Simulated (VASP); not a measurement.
**MgB2: single point with PBE**

MgB2:

```
Mg B
1.0
     3.07679    0.00000    0.00000
    -1.53839    2.66457    0.00000
     0.00000    0.00000    3.51970
Mg B
1 2
Direct
  0.00000 0.00000 0.00000
  0.33333 0.66667 0.50000
  0.66667 0.33333 0.50000
```

```json
{
  "Program": "VASP 6.6.1",
  "Task": "single point",
  "Functional": "PBE",
  "Potentials or basis": "VASP PAW PBE potentials, release 64 (Mg, B)",
  "Cutoff": "520 eV",
  "k mesh": "14 × 14 × 12",
  "Occupations": "gaussian, width 0.05 eV",
  "Spin": "no spin polarisation"
}
```

```yaml
Pressure: -0.3 GPa
Band_gap_on_the_k_mesh: zero (bands 4 and 5 overlap by 3.01 eV)
```

Stress tensor (GPa, compression positive):
```
-0.19  0.00  0.00
 0.00 -0.19  0.00
 0.00  0.00 -0.44
```

Levels at points of the mesh, in eV from the Fermi level:
| k point | band 1 | band 2 | band 3 | band 4 | band 5 | band 6 | band 7 | band 8 | band 9 |
| --- | --- | --- | --- | --- | --- | --- | --- | --- | --- |
| (0.00, 0.00, 0.00) | -12.46 | -2.97 | 0.37 | 0.37 | 1.63 | 6.34 | 6.34 | 8.16 | 9.99 |
| (0.50, 0.00, 0.00) | -8.56 | -7.85 | -2.18 | 0.19 | 3.07 | 3.89 | 5.32 | 7.12 | 12.61 |
| (0.00, 0.00, 0.50) | -11.18 | -7.46 | 0.74 | 0.74 | 6.67 | 6.67 | 7.99 | 9.95 | 9.96 |
| (0.50, 0.00, 0.50) | -7.58 | -6.95 | -3.58 | -1.89 | -1.30 | 5.74 | 8.81 | 8.94 | 13.05 |

Run time: 14 s on 1 thread of Intel(R) Xeon(R) 6975P-C (Granite Rapids), on a shared host, peak memory 0.18 GiB.
